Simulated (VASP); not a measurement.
Ru, 1 atom in the cell. It takes space group Fm-3m (No. 225, cubic). The conventional cell has a = 3.664 Å, b = 3.664 Å, c = 3.664 Å, α = 90.00°, β = 90.00°, γ = 90.00°. Ru (site symmetry m-3m) has 12 Ru at 2.59 Å within 3.4 Å. 

| Property | Result |
| --- | --- |
| Program | VASP 6.6.1 |
| Task | single point |
| Functional | PBE |
| Potentials or basis | VASP PAW PBE potentials, release 64 (Ru_pv) |
| Cutoff | 520 eV |
| k mesh | 18 × 18 × 18 |
| Occupations | fermi-dirac, width 0.1 eV |
| Spin | no spin polarisation |
| Dipole correction | no |
| Further INCAR settings | ALGO = Normal; EDIFF = 1e-06; NBANDS = 13 |

Potentials or basis: VASP PAW PBE potentials, release 64 (Ru_pv).

Command:

```bash
$ cat potpaw_PBE.64/Ru_pv/POTCAR > POTCAR
$ mpirun -np 1 vasp_std > vasp.out
```

Hardware: 1 thread of Intel(R) Xeon(R) Platinum 8259CL CPU @ 2.50GHz (Skylake/Cascade Lake) (shared host).

Q: Estimate the wall time of this run.

A: Run time: 29 s on 1 thread of Intel(R) Xeon(R) Platinum 8259CL CPU @ 2.50GHz (Skylake/Cascade Lake), on a shared host, peak memory 0.14 GiB. Counts: scf iterations 11, k points 195.
